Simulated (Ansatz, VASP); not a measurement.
# Two plane-wave programs on Sb

```
Sb
1.0
     2.19361    1.26648    3.74400
    -2.19361    1.26648    3.74400
     0.00000   -2.53297    3.74400
Sb
2
Direct
  0.23364 0.23364 0.23364
  0.76636 0.76636 0.76636
```

Change from the starting cell: equal xx and yy strain of +2 %, PAW files.

Alike in both runs: task electric field gradients; functional LDA; k mesh 12 × 12 × 12; occupations fermi-dirac, width 0.03 eV; no spin polarisation.

|  | VASP | Ansatz |
| --- | --- | --- |
| version | VASP 6.6.1 | Ansatz 0.2.0 |
| potentials or method | VASP PAW LDA potentials, release 64 (Sb) | PAW with Ansatz's default frozen-core files, scalar-relativistic |
| plane-wave cutoff (eV) | 520 | 420 |
| valence electrons in the cell | 10 | 30 |

VASP gave:

- pressure (GPa): -2.8
- traceless stress, the component that is largest in VASP (GPa): 0.54
- rms of the force components (eV/Å): 0.011
- size of Vzz on the site where it differs most (V/Å²): 49.2

Which values does Ansatz return?

Pressure (GPa): -3.0; traceless stress, the component that is largest in VASP (GPa): 0.60; rms of the force components (eV/Å): 0.043; size of Vzz on the site where it differs most (V/Å²): 52.4.

LDA's correlation is that of Perdew and Zunger in VASP and of Perdew and Wang (1992) in Ansatz. Atom by atom the forces differ by 0.032 eV/Å (rms over components). VASP's potentials hold 10 valence electrons a cell and Ansatz's 30, so a difference there can come from the potentials and not from the codes.

Neither program's run includes spin-orbit coupling.
